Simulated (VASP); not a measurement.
InSb:

```xyz
4
Lattice="5.1089 0.0000 0.0000 -2.5544 4.4244 0.0000 0.0000 0.0000 6.2238" Properties=species:S:1:pos:R:3 pbc="T T T"
In    0.0000    2.9496    1.5559
In    2.5544    1.4748    4.6678
Sb    2.5544    1.4748    1.5559
Sb    0.0000    2.9496    4.6678
```

```yaml
Program: VASP 6.6.1
Task: relaxation of cell and atoms
Functional: r2SCAN
Potentials_or_basis: VASP PAW PBE potentials, release 64 (In_d, Sb)
Cutoff: 600 eV
k_mesh: 6 × 6 × 4
Occupations: fermi-dirac, width 0.02 eV
Spin: no spin polarisation
```

At the start: pressure -1.3 GPa; volume 35.17 Å³/atom.

Problem. How do energy, volume and symmetry change on relaxing?

Solution. Over 7 steps the energy falls by 5.3 meV/atom and the volume is 34.04 Å³/atom (-3.2 %); space group P6_3/mmc (No. 194, to 0.1 Å) before and after.

The path:
```
step  energy change (eV)  largest force (eV/Å)  pressure (GPa)  volume (Å³)
   1              0.0000                0.0000           -1.27       140.68
   2             -0.0192                0.0000            0.35       135.07
   3             -0.0200                0.0000            0.06       136.00
   4             -0.0212                0.0000            0.04       136.01
   5             -0.0213                0.0000            0.03       136.01
   6             -0.0213                0.0000            0.03       136.01
   7             -0.0213                0.0000            0.00       136.15
```

Final structure:
```cif
data_structure
_symmetry_space_group_name_H-M 'P 1'
_symmetry_Int_Tables_number 1
_cell_length_a 5.0320
_cell_length_b 5.0320
_cell_length_c 6.2089
_cell_angle_alpha 90.000
_cell_angle_beta 90.000
_cell_angle_gamma 120.000
_cell_volume 136.15
loop_
_atom_site_label
_atom_site_type_symbol
_atom_site_fract_x
_atom_site_fract_y
_atom_site_fract_z
_atom_site_occupancy
In1 In 0.33333 0.66667 0.25000 1
In2 In 0.66667 0.33333 0.75000 1
Sb1 Sb 0.66667 0.33333 0.25000 1
Sb2 Sb 0.33333 0.66667 0.75000 1
```

Caveat: the PAW data sets were made with another functional, which shifts forces and pressure a little.
